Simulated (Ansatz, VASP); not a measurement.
**Two plane-wave programs on CuO**

```
Cu O
1.0
     2.34465   -1.71340    0.00000
     2.34465    1.71340    0.00000
    -0.86055    0.00000    5.05944
Cu O
2 2
Cartesian
  1.1723 0.8457 0.0000
  0.7420 -0.8457 2.5297
  2.0724 -0.2841 1.2836
  1.6421 0.2841 3.8133
```

Alike in both runs: task single point; functional PBEsol; k mesh 7 × 7 × 4; occupations gaussian, width 0.05 eV; collinear spin; Hubbard terms Cu d U = 6.0 eV, J = 0.7 eV.

```csv
,VASP,Ansatz
version,VASP 6.6.1,Ansatz 0.2.0
potentials or method,"VASP PAW PBE potentials, release 64 (Cu, O), cutoff 520 eV","scalar-relativistic, plane waves, PAW"
valence electrons in the cell,34,50
```

```tsv
	VASP	Ansatz	Ansatz less VASP
pressure (GPa)	-5.0	0.5	+5.56
traceless stress, the component that is largest in VASP (GPa)	1.72	0.89	-0.831
rms of the force components (eV/Å)	0.423	0.471	+0.0475
net moment per atom (μB)	0.50	0.49	-0.008
size of the moment on the site where the two differ most (μB)	0.68	0.62	-0.063
```

VASP's potentials were made for PBE, not for PBEsol. Site moments also hang on the region over which each program counts them. The programs project onto different local orbitals, so the same U acts differently, and such runs can settle in different states. Atom by atom the forces differ by 0.051 eV/Å (rms over components). VASP's potentials hold 34 valence electrons a cell and Ansatz's 50, so a difference there can come from the potentials and not from the codes. Ansatz's warnings: filled band counts differ across k points.
